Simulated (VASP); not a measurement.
Ca: single point with PBE

Crystal: Ca.

```
Ca
1.0
    -2.19049    2.19049    2.19049
     2.19049   -2.19049    2.19049
     2.19049    2.19049   -2.19049
Ca
1
Direct
  0.00000 0.00000 0.00000
```

```json
{"Program": "VASP 6.6.1", "Task": "single point", "Functional": "PBE", "Potentials or basis": "VASP PAW PBE potentials, release 64 (Ca_sv)", "Cutoff": "520 eV", "k mesh": "14 × 14 × 14", "Occupations": "gaussian, width 0.1 eV", "Spin": "no spin polarisation"}
```

| Quantity | Value |
| --- | --- |
| Pressure | 0.1 GPa |
| Band gap on the k mesh | zero (band 5 reaches 2.26 eV, above the bottom of band 6 at 1.99 eV) |

Levels at points of the mesh, in eV from the Fermi level:
```tsv
k point	band 1	band 2	band 3	band 4	band 5	band 6	band 7	band 8	band 9	band 10
(0.00, 0.00, 0.00)	-42.06	-22.98	-22.98	-22.98	-4.09	2.29	2.29	2.29	3.35	3.35
(0.50, 0.00, 0.00)	-42.05	-23.12	-23.02	-22.98	-0.92	-0.03	1.33	3.25	3.62	4.39
(0.50, 0.50, 0.50)	-42.03	-23.08	-23.08	-23.08	0.03	0.03	3.93	3.93	3.93	4.16
```

Wall time 18 s on 1 thread of AMD EPYC 9R45 96-Core Processor (Zen 5) (shared host), peak memory 0.16 GiB.
